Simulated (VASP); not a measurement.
A run of VASP 6.6.1 is set up as follows.

The input INCAR:

```
PREC = Accurate
ENCUT = 520
EDIFF = 1E-6
ISMEAR = 0
SIGMA = 0.01
LREAL = F
LASPH = T
NELM = 100
ALGO = Normal
ISIF = 2
LWAVE = F
LCHARG = T
GGA = PE
LELF = T
LVHAR = T
NBANDS = 16
```

Contents of KPOINTS:

```
regular mesh
0
Gamma
  12 12 6
```

File POSCAR:

```
MgO
1.0
    2.9230552965      0.0000000000      0.0000000000
   -1.4615276483      2.5314401435      0.0000000000
    0.0000000000      0.0000000000      5.0921016501
Mg O
2 2
Direct
    0.0000000000      0.0000000000      0.0000000000
    0.0000000000      0.0000000000      0.5000000000
    0.3333333333      0.6666666667      0.2500000000
    0.6666666667      0.3333333333      0.7500000000
```

Potentials or basis: VASP PAW PBE potentials, release 64 (Mg, O).

Command:

```sh
$ cat potpaw_PBE.64/Mg/POTCAR potpaw_PBE.64/O/POTCAR > POTCAR
$ mpirun -np 1 vasp_std > vasp.out
```

Question: What does it give for the band gap on the k mesh?

Answer: 4.45 eV, direct.

Question: What does it give for the pressure?

Answer: 5.0 GPa.

Stress tensor (GPa, compression positive):
```
4.70 0.00 0.00
0.00 4.70 0.00
0.00 0.00 5.58
```

A k mesh can miss the band edges. Expect the measured gap to be larger: semilocal functionals such as PBE lack the derivative discontinuity.
